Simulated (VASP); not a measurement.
Crystal: B.

```xyz
5
Lattice="2.4741 0.0000 0.0000 -1.2371 2.1427 0.0000 0.0000 0.0000 6.9037" Properties=species:S:1:pos:R:3 pbc="T T T"
B     0.0000    1.4284    4.1422
B     1.2371    0.7142    5.5230
B     0.0000    0.0000    0.0000
B     0.0000    1.4284    1.3807
B     1.2371    0.7142    2.7615
```

The cell was generated, and may not be a known phase.

```yaml
Program: VASP 6.6.1
Task: relaxation of cell and atoms
Functional: PBE
Potentials_or_basis: VASP PAW PBE potentials, release 64 (B)
Cutoff: 600 eV
k_mesh: 6 × 6 × 4
Occupations: gaussian, width 0.1 eV
Spin: no spin polarisation
```

At the start: pressure -22.0 GPa; volume 7.32 Å³/atom.

How do energy, volume and symmetry change on relaxing?

Over 32 steps the energy falls by 731.0 meV/atom and the volume is 6.62 Å³/atom (-9.5 %); space group P-3m1 (No. 164, to 0.1 Å) before and after.

The path:
| step | energy change (eV) | largest force (eV/Å) | pressure (GPa) | volume (Å³) |
| --- | --- | --- | --- | --- |
| 1 | 0.0000 | 0.3866 | -21.97 | 36.60 |
| 2 | -0.3134 | 0.4545 | 7.95 | 31.53 |
| 3 | -0.3354 | 0.4120 | 0.70 | 32.45 |
| 4 | -0.3490 | 0.2006 | 0.83 | 32.44 |
| 5 | -0.3526 | 0.0825 | 1.09 | 32.44 |
| 6 | -0.3584 | 0.1079 | 0.25 | 32.67 |
| 7 | -0.3590 | 0.1538 | 0.00 | 32.74 |
| 8 | -0.3630 | 0.0470 | -0.09 | 32.79 |
| 9 | -0.3639 | 0.1175 | -0.24 | 32.83 |
| 10 | -0.3679 | 0.1796 | 0.17 | 32.80 |
| 11 | -0.4087 | 0.4657 | 1.08 | 32.69 |
| 12 | -0.6772 | 1.0814 | 1.86 | 32.40 |
| 13 | -2.1678 | 1.8009 | 7.74 | 31.55 |
| 14 | -1.8075 | 5.0236 | 57.40 | 28.63 |
| 15 | -3.0383 | 2.1618 | 13.83 | 30.80 |
| 16 | -3.3452 | 0.3888 | 27.23 | 29.82 |
| 17 | -3.3764 | 0.8836 | 24.39 | 29.98 |
| 18 | -3.4234 | 0.8431 | 21.32 | 30.28 |
| 19 | -3.5322 | 0.7304 | 12.81 | 31.16 |
| 20 | -3.6168 | 0.5557 | -1.52 | 32.98 |
| 21 | -3.6244 | 0.4379 | -1.04 | 32.97 |
| 22 | -3.6374 | 0.0619 | 0.45 | 32.92 |
| 23 | -3.6387 | 0.1206 | 1.06 | 32.90 |
| 24 | -3.6463 | 0.0405 | 0.51 | 32.96 |
| 25 | -3.6508 | 0.2988 | -0.59 | 33.10 |
| 26 | -3.6518 | 0.2278 | -0.22 | 33.05 |
| 27 | -3.6519 | 0.2422 | -0.30 | 33.06 |
| 28 | -3.6538 | 0.1383 | 0.04 | 33.07 |
| 29 | -3.6538 | 0.1308 | 0.07 | 33.07 |
| 30 | -3.6546 | 0.0567 | 0.19 | 33.08 |
| 31 | -3.6547 | 0.0674 | 0.23 | 33.08 |
| 32 | -3.6549 | 0.0172 | -0.03 | 33.11 |

Final structure:
```cif
data_structure
_symmetry_space_group_name_H-M 'P 1'
_symmetry_Int_Tables_number 1
_cell_length_a 2.7721
_cell_length_b 2.7721
_cell_length_c 4.9751
_cell_angle_alpha 90.000
_cell_angle_beta 90.000
_cell_angle_gamma 120.000
_cell_volume 33.11
loop_
_atom_site_label
_atom_site_type_symbol
_atom_site_fract_x
_atom_site_fract_y
_atom_site_fract_z
_atom_site_occupancy
B1 B 0.33333 0.66667 0.57511 1
B2 B 0.66667 0.33333 0.76223 1
B3 B 0.00000 0.00000 0.00000 1
B4 B 0.33333 0.66667 0.23777 1
B5 B 0.66667 0.33333 0.42489 1
```

Caveat: the k points lie up to 0.44 Å⁻¹ apart in the final cell, too coarse for converged energies and pressures of a metal; a cell axis changed by over 15 % at a fixed basis, so the end point is rough.
